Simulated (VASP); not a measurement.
Si: single point with PBE

The system is Si, a slab with vacuum.

```xyz
4
Lattice="3.8685 0.0000 0.0000 0.0000 5.4709 0.0000 0.0000 0.0000 17.9343" Properties=species:S:1:pos:R:3 pbc="T T T"
Si    0.0000    2.0516    8.0000
Si    1.9343    0.6839    8.0000
Si    1.9343    4.7871    9.9343
Si    0.0000    3.4193    9.9343
```

```
Program                : VASP 6.6.1
Task                   : single point
Functional             : PBE
Potentials or basis    : VASP PAW PBE potentials, release 64 (Si)
Cutoff                 : 520 eV
k mesh                 : 8 × 6 × 1
Occupations            : fermi-dirac, width 0.02 eV
Spin                   : no spin polarisation
Dipole correction      : yes
Further INCAR settings : ALGO = Normal; EDIFF = 1e-06; NBANDS = 16
```

* Largest force: 0.542 eV/Å
* Band gap on the k mesh: zero (band 8 reaches -2.36 eV, above the bottom of band 9 at -2.49 eV)

Forces on the atoms (eV/Å):
```
Si   0.000 -0.150  0.520
Si   0.000  0.150  0.520
Si   0.000 -0.150 -0.520
Si   0.000  0.150 -0.520
```

Levels at points of the mesh, in eV from the Fermi level:
```csv
k point,band 6,band 7,band 8,band 9,band 10,band 11
"(0.00, 0.00, 0.00)",-1.88,-1.56,-0.45,0.94,1.72,2.30
"(0.50, 0.00, 0.00)",-2.71,-0.59,-0.59,0.12,0.12,2.78
"(0.00, 0.50, 0.00)",-1.25,-0.25,-0.25,0.19,0.19,2.59
"(0.50, 0.50, 0.00)",-2.31,-1.72,-1.72,1.21,1.21,3.56
```

Run time: 2.3 min on 1 thread of Intel(R) Xeon(R) Platinum 8488C (Sapphire Rapids), with other jobs on the host, peak memory 0.44 GiB.
